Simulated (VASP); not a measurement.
# HfO2 (Fm-3m) in VASP: further runs

HfO2 is run at these levels: LDA; tasks: relaxation of cell and atoms, single point.

Everything below comes from runs of VASP 6.6.1. Logs are shortened: lines on timing, memory, paths and dates and some standing lists are left out, and cuts for length are marked.

### 1 The cell of the first run

The structure is cubic, space group Fm-3m (No. 225). Conventional cell: a = 5.001 Å, b = 5.001 Å, c = 5.001 Å, α = 90.00°, β = 90.00°, γ = 90.00°. Within 2.9 Å of Hf (site symmetry m-3m) lie 8 O at 2.17 Å. O (site symmetry -43m) has 4 Hf at 2.17 Å and 6 O at 2.50 Å within 2.9 Å.

### 2 Relaxation of cell and atoms, LDA, target pressure 4 GPa, at which the enthalpy is minimised

INCAR

```
PREC = Accurate
ENCUT = 600
EDIFF = 1E-6
ISMEAR = 0
SIGMA = 0.01
LREAL = F
LASPH = T
NELM = 100
ALGO = Normal
ISIF = 3
LWAVE = F
LCHARG = F
IBRION = 2
NSW = 80
EDIFFG = -0.001
PSTRESS = 40.0
```

KPOINTS

```
regular mesh
0
Gamma
  8 8 8
```

POSCAR

```
HfO2
1.0
    0.0000000000      2.5004917822      2.5004917822
    2.5004917822      0.0000000000      2.5004917822
    2.5004917822      2.5004917822      0.0000000000
Hf O
1 2
Direct
    0.0000000000      0.0000000000      0.0000000000
    0.2500000000      0.2500000000      0.2500000000
    0.7500000000      0.7500000000      0.7500000000
```

Potentials or basis: VASP PAW LDA potentials, release 64 (Hf_pv, O).

Command:

```console
$ cat potpaw_LDA.64/Hf_pv/POTCAR potpaw_LDA.64/O/POTCAR > POTCAR
$ mpirun -np 1 vasp_std > vasp.out
```

OUTCAR:

```text
PREC = Accurate
   ENCUT = 600
   EDIFF = 1E-6
   ISMEAR = 0
   LREAL = F
   LASPH = T
   NELM = 100
   ISIF = 3
   IBRION = 2
   NSW = 80
   EDIFFG = -0.001
   PSTRESS = 40.0

 ion  position               nearest neighbor table
   1  0.000  0.000  0.000-   3 2.17   3 2.17   3 2.17   2 2.17   3 2.17   2 2.17   2 2.17   2 2.17

   2  0.250  0.250  0.250-   1 2.17   1 2.17   1 2.17   1 2.17
   3  0.750  0.750  0.750-   1 2.17   1 2.17   1 2.17   1 2.17

  LATTYP: Found a face centered cubic cell.
 ALAT       =     5.0009835644

  Lattice vectors:

 A1 = (   0.0000000000,   2.5004917822,   2.5004917822)
 A2 = (   2.5004917822,   0.0000000000,   2.5004917822)
 A3 = (   2.5004917822,   2.5004917822,   0.0000000000)

Analysis of symmetry for initial positions (statically):
=====================================================================
 Subroutine PRICEL returns:
 Original cell was already a primitive cell.

 Routine SETGRP: Setting up the symmetry group for a
 face centered cubic supercell.

 Subroutine GETGRP returns: Found 48 space group operations
 (whereof 48 operations were pure point group operations)
 out of a pool of 48 trial point group operations.

The static configuration has the point symmetry O_h .

Analysis of symmetry for dynamics (positions and initial velocities):
=====================================================================
 Subroutine PRICEL returns:
 Original cell was already a primitive cell.

 Routine SETGRP: Setting up the symmetry group for a
 face centered cubic supercell.

 Subroutine GETGRP returns: Found 48 space group operations
 (whereof 48 operations were pure point group operations)
 out of a pool of 48 trial point group operations.

The dynamic configuration has the point symmetry O_h .

 Subroutine INISYM returns: Found 48 space group operations
 (whereof 48 operations are pure point group operations),
 and found     1 'primitive' translations

----------------------------------------------------------------------------------------

                                     Primitive cell

  volume of cell :      31.2684

  direct lattice vectors                    reciprocal lattice vectors
     0.000000000  2.500491782  2.500491782    -0.199960665  0.199960665  0.199960665
     2.500491782  0.000000000  2.500491782     0.199960665 -0.199960665  0.199960665
     2.500491782  2.500491782  0.000000000     0.199960665  0.199960665 -0.199960665
[... 104 lines left out ...]
   IMIX   =      4    mixing-type and parameters
     AMIX     =   0.40;   BMIX     =  1.00
     AMIX_MAG =   1.60;   BMIX_MAG =  1.00
  volume/ion in A,a.u.               =      10.42        70.34
  Fermi-wavevector in a.u.,A,eV,Ry     =   1.456063  2.751561 28.845994  2.120121
  Thomas-Fermi vector in A             =   2.573025
   LORBIT       =      0    0 simple, 1 ext, 2 COOP (PROOUT), +10 PAW based schemes
   GGA     = CA    functional components
   LHFCALC =     F    Hartree Fock is set to
   AEXX    =    0.0000 exact exchange contribution
   IVDW    =     0    specifies the selected vdW correction
   LEPSILON=     F    determine dielectric tensor
   LRPA    =     F    only Hartree local field effects (RPA)
 conjugate gradient relaxation of ions
 non-spin polarized calculation
 Gauss-broadening in eV      SIGMA  =   0.01
  energy-cutoff  :      600.00
  volume of cell :       31.27
 maximum number of plane-waves:      1056
   NGX = 15   NGY = 15   NGZ = 15

--------------------------------------- Ionic step        1  -------------------------------------------

 number of electron      22.0000000 magnetization

 Free energy of the ion-electron system (eV)
  ---------------------------------------------------
  ext. energy  EPLUGINS =         0.00000000
  ---------------------------------------------------
  free energy    TOTEN  =       -33.07410498 eV

  energy without entropy =      -33.07410498  energy(sigma->0) =      -33.07410498

------------------------ aborting loop because EDIFF is reached ----------------------------------------

  FORCE on cell =-STRESS in cart. coord.  units (eV):
  Direction    XX          YY          ZZ          XY          YZ          ZX
  --------------------------------------------------------------------------------------
  -------------------------------------------------------------------------------------
  Total       -0.6823936     -0.6823936     -0.6823936     -0.0000000      0.0000000      0.0000000
  in kB      -34.9654596    -34.9654596    -34.9654596     -0.0000000      0.0000000      0.0000000
  external PRESSURE =     -74.9654596 kB  Pullay stress =      40.0000000 kB
[... 221 lines left out ...]
--------------------------------------- Ionic step        7  -------------------------------------------

 number of electron      22.0000008 magnetization

 Free energy of the ion-electron system (eV)
  ---------------------------------------------------
  ext. energy  EPLUGINS =         0.00000000
  ---------------------------------------------------
  free energy    TOTEN  =       -33.07324250 eV

  energy without entropy =      -33.07324250  energy(sigma->0) =      -33.07324250

 E-fermi :   4.7290     XC(G=0): -12.6664

 val. band max:        4.6557677628   @ k =   0.5000   0.5000   0.0000
 cond. band min:       8.4279651825   @ k =   0.5000   0.5000   0.0000
 fundamental gap:      3.7721974197
 Fermi energy:         4.7289523352

 k-point     1 :       0.0000    0.0000    0.0000
  band No.  band energies     occupation
      1     -24.5423      2.00000
      2     -24.5423      2.00000
      3     -24.5423      2.00000
      4     -14.2508      2.00000
      5     -10.7369      2.00000
      6      -1.1808      2.00000
      7      -1.1808      2.00000
      8      -1.1808      2.00000
      9       4.0105      2.00000
     10       4.0105      2.00000
     11       4.0105      2.00000
     12       8.4900      0.00000
     13       8.4900      0.00000
     14      10.8873      0.00000
[... 401 lines left out ...]
      2     -24.7885      2.00000
      3     -24.6511      2.00000
      4     -12.4093      2.00000
      5     -11.6798      2.00000
      6      -0.5849      2.00000
      7      -0.1225      2.00000
      8       0.8322      2.00000
      9       2.3093      2.00000
     10       3.1973      2.00000
     11       3.3524      2.00000
     12       9.3163      0.00000
     13       9.7869      0.00000
     14      12.2322      0.00000
     15      13.2760      0.00000

 [... further k-points ...]

------------------------ aborting loop because EDIFF is reached ----------------------------------------

  FORCE on cell =-STRESS in cart. coord.  units (eV):
  Direction    XX          YY          ZZ          XY          YZ          ZX
  --------------------------------------------------------------------------------------
  -------------------------------------------------------------------------------------
  Total        0.7614245      0.7614245      0.7614245     -0.0000000      0.0000000     -0.0000000
  in kB       40.0417134     40.0417134     40.0417134     -0.0000000      0.0000000     -0.0000000
  external PRESSURE =       0.0417134 kB  Pullay stress =      40.0000000 kB
[... 22 lines left out ...]
  energy  without entropy=      -33.0732424960  energy(sigma->0) =      -33.07324250

  enthalpy is  TOTEN    =       -32.3126112226 eV   P V=        0.7606312734

 reached required accuracy - stopping structural energy minimisation
```

CONTCAR:

```text
HfO2
   1.00000000000000
     0.0000000000000000    2.4789337727126468    2.4789337727126468
     2.4789337727126468    0.0000000000000000    2.4789337727126468
     2.4789337727126468    2.4789337727126468    0.0000000000000000
  Hf              O
     1     2
Direct
     0.0000000000000000    0.0000000000000000    0.0000000000000000
     0.2500000000000000    0.2500000000000000    0.2500000000000000
     0.7500000000000000    0.7500000000000000    0.7500000000000000

  0.00000000E+00  0.00000000E+00  0.00000000E+00
  0.00000000E+00  0.00000000E+00  0.00000000E+00
  0.00000000E+00  0.00000000E+00  0.00000000E+00
```

It took 59 s on 1 thread of Intel Xeon Platinum 8488C (Sapphire Rapids), shared host; peak memory 0.16 GiB.

Results:

| Property | Result |
| --- | --- |
| Free energy | -33.0732 eV |
| Relaxed volume | 10.16 Å³/atom |
| Relaxed cell | a = 3.506 Å, b = 3.506 Å, c = 3.506 Å, α = 60.00°, β = 60.00°, γ = 60.00° |
| Space group after relaxing (to 0.05 Å) | Fm-3m (No. 225) |
| Energy change on relaxing (the enthalpy is what falls) | +0.3 meV/atom |
| Ionic steps | 7 |
| Pressure after relaxing | 4.0 GPa |
| Band gap on the k mesh | 3.77 eV, direct |

Step by step:
```tsv
step	energy change (eV)	largest force (eV/Å)	pressure (GPa)	volume (Å³)
1	0.0000	0.0000	-3.50	31.27
2	0.0971	0.0000	19.35	29.11
3	0.0005	0.0000	3.89	30.48
4	0.0009	0.0000	4.05	30.46
5	0.0006	0.0000	3.94	30.48
6	0.0008	0.0000	3.96	30.47
7	0.0009	0.0000	4.00	30.47
```

Final structure:
```xyz
3
Lattice="0.0000 2.4789 2.4789 2.4789 0.0000 2.4789 2.4789 2.4789 0.0000" Properties=species:S:1:pos:R:3 pbc="T T T"
Hf    0.0000    0.0000    0.0000
O     1.2395    1.2395    1.2395
O     3.7184    3.7184    3.7184
```

Caveat: the cell is relaxed towards a set pressure, so the enthalpy falls and the energy may rise; spin-orbit coupling is left out, which moves the levels of the heavy elements. LDA usually gives volumes a few per cent too small.

### 3 Single point, LDA

This run uses another cell than the first one, of 9.79 Å³/atom, 0.940 times its volume.

INCAR

```
PREC = Accurate ; ENCUT = 520
EDIFF = 1E-7 ; ISMEAR = 0
SIGMA = 0.01 ; LREAL = F
LASPH = T ; NELM = 80
ALGO = Normal ; ISIF = 2
LWAVE = F ; LCHARG = F
GGA = CA ; NBANDS = 18
```

KPOINTS is that of step 2.

POSCAR

```
HfO2
1.0
    0.0000000000      2.4492412232      2.4492412232
    2.4492412232      0.0000000000      2.4492412232
    2.4492412232      2.4492412232      0.0000000000
Hf O
1 2
Direct
    0.0000000000      0.0000000000      0.0000000000
    0.2500000000      0.2500000000      0.2500000000
    0.7500000000      0.7500000000      0.7500000000
```

Potentials or basis: VASP PAW LDA potentials, release 64 (Hf_pv, O).

Command:

```console
$ cat potpaw_LDA.64/Hf_pv/POTCAR potpaw_LDA.64/O/POTCAR > POTCAR
$ mpirun -np 1 vasp_std > vasp.out
```

Wall time 18 s (1 thread of AMD EPYC 7R43 (Zen 3), shared host); peak memory 0.11 GiB.

It converged, with:

| Quantity | Value |
| --- | --- |
| Free energy | -32.9936 eV |
| Pressure | 16.4 GPa |
| Band gap on the k mesh | 3.86 eV, direct |

Levels at points of the mesh, in eV from the valence-band top:
```tsv
k point	band 7	band 8	band 9	band 10	band 11	band 12	band 13	band 14	band 15	band 16
(0.00, 0.00, 0.00)	-6.08	-6.08	-0.67	-0.67	-0.67	3.91	3.91	6.52	11.72	11.72
(0.50, 0.00, 0.00)	-4.95	-3.21	-2.99	-1.95	-1.95	4.79	4.79	7.96	9.12	10.46
(0.50, 0.50, 0.00)	-3.70	-3.70	-1.74	-1.74	0.00	3.86	5.88	7.59	9.02	9.02
```

Caveat: spin-orbit coupling is left out, which moves the levels of the heavy elements.

### 4 Single point, LDA

INCAR

```
SYSTEM = HfO2
PREC = Accurate
ENCUT = 520
EDIFF = 1E-7
ISMEAR = 0
SIGMA = 0.02
LREAL = .False.
LASPH = .True.
NELM = 80
ALGO = Normal
ISIF = 2
LWAVE = .False.
LCHARG = .False.
NBANDS = 18
```

KPOINTS

```
Automatic mesh
0
Gamma
  8 8 8
  0 0 0
```

POSCAR

```
HfO2
1.0
    0.0000000000      2.5005395298      2.5005395298
    2.5005395298      0.0000000000      2.5005395298
    2.5005395298      2.5005395298      0.0000000000
Hf O
1 2
Direct
    0.0000000000      0.0000000000      0.0000000000
    0.2500000000      0.2500000000      0.2500000000
    0.7500000000      0.7500000000      0.7500000000
```

Command:

```console
$ cat potpaw_LDA.64/Hf_pv/POTCAR potpaw_LDA.64/O/POTCAR > POTCAR
$ mpirun -np 1 vasp_std > vasp.out
```

It took 18 s on 1 thread of AMD EPYC 7R43 (Zen 3), shared host; peak memory 0.11 GiB.

The run converged. Its results:

- Free energy: -33.0678 eV
- Pressure: -3.2 GPa
- Band gap on the k mesh: 3.70 eV, direct

Levels at points of the mesh, in eV from the valence-band top:
```
           k point  band 8  band 9  band 10  band 11  band 12  band 13  band 14  band 15
(0.00, 0.00, 0.00)   -5.67   -0.63    -0.63    -0.63     3.78     3.78     6.02    10.89
(0.50, 0.00, 0.00)   -3.13   -2.85    -1.89    -1.89     4.57     4.57     7.33     8.93
(0.50, 0.50, 0.00)   -3.57   -1.62    -1.62     0.00     3.70     5.54     6.98     8.45
```

Caveat: spin-orbit coupling is left out, which moves the levels of the heavy elements. A k mesh can miss the band edges.

### 5 The runs side by side

```csv
task,cell,cutoff (eV),smearing,gap on the mesh (eV),pressure (GPa)
relaxation of cell and atoms,"relaxed to 4 GPa from a = 3.536 Å, angles 60.0°, 3 atoms",600,gaussian 0.01 eV,3.77,4.0
single point,"a = 3.464 Å, angles 60.0°, 3 atoms",520,gaussian 0.01 eV,3.86,16.4
single point,"a = 3.536 Å, angles 60.0°, 3 atoms",520,gaussian 0.02 eV,3.70,-3.2
```

Alike in all rows: level LDA; potentials or basis VASP PAW LDA potentials, release 64 (Hf_pv, O); no spin polarisation; k mesh 8 × 8 × 8.

Caveats: spin-orbit coupling is left out, which moves the levels of the heavy elements; the cell is relaxed towards a set pressure, so the enthalpy falls and the energy may rise (some runs).

Absolute energies hang on the potentials; compare differences alone.
